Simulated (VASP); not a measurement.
Input of a VASP 6.6.1 run:

File INCAR:

```
SYSTEM = SiC
ALGO = Normal ; EDIFF = 1E-6
ENCUT = 520 ; GGA = PS
ISIF = 2 ; ISMEAR = -1
LASPH = .True. ; LCHARG = .False.
LREAL = .False. ; LWAVE = .False.
NBANDS = 11 ; NELM = 80
PREC = Accurate ; SIGMA = 0.08
```

File KPOINTS:

```
k-points
0
Gamma
  17 17 17
  0 0 0
```

POSCAR

```
SiC
1.0
    0.0000000000      1.7382006168      1.7382006168
    1.7382006168      0.0000000000      1.7382006168
    1.7382006168      1.7382006168      0.0000000000
Si C
1 1
Direct
    0.0000000000      0.0000000000      0.0000000000
    0.5000000000      0.5000000000      0.5000000000
```

Potentials or basis: VASP PAW PBE potentials, release 64 (Si, C).

Launch:

```sh
$ cat potpaw_PBE.64/Si/POTCAR potpaw_PBE.64/C/POTCAR > POTCAR
$ mpirun -np 1 vasp_std > vasp.out
```

Q: What does it give for the pressure?

A: 293.9 GPa.

Q: What does it give for the band gap on the k mesh?

A: Zero (band 4 reaches 20.73 eV, above the bottom of band 5 at 20.57 eV).

Caveat: the PAW data sets were made with another functional, which shifts forces and pressure a little.
